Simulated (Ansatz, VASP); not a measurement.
## One calculation of CaB6, two programs

```
CELL_PARAMETERS angstrom
3.99961 0.00000 0.00000
0.00000 3.99961 0.00000
0.00000 0.00000 3.99961
ATOMIC_POSITIONS crystal
Ca 0.50000 0.50000 0.50000
B 0.00000 0.00000 0.29994
B 0.00000 0.00000 0.70006
B 0.29994 0.00000 0.00000
B 0.70006 0.00000 0.00000
B 0.00000 0.29994 0.00000
B 0.00000 0.70006 0.00000
```

Alike in both runs: functional PBEsol; k mesh 10 × 10 × 10; occupations gaussian, width 0.1 eV; no spin polarisation.

Ansatz relaxed the structure, and its values are those at the end. VASP's run is a single point on that final structure, the one shown.

```csv
,VASP,Ansatz
version,VASP 6.6.1,Ansatz 0.2.0
potentials or method,"VASP PAW PBE potentials, release 64 (Ca_sv, B), cutoff 520 eV","scalar-relativistic, plane waves, PAW"
valence electrons in the cell,28,28
```

VASP gave:

| Item | Value |
| --- | --- |
| gap on the k mesh at the Fermi level (eV) | 0.05 |
| least direct gap on the mesh (eV) | 0.29 |
| pressure (GPa) | 17.4 |
| rms of the force components (eV/Å) | 0.022 |

What did Ansatz give for the same quantities?

gap on the k mesh at the Fermi level (eV): 0.05; least direct gap on the mesh (eV): 0.29; pressure (GPa): 17.0; rms of the force components (eV/Å): 0.000.

VASP's potentials were made for PBE, not for PBEsol. The functional is the same, so the differences come from potentials, cutoffs and numerics. Ansatz's warnings: stress scf threshold loose.
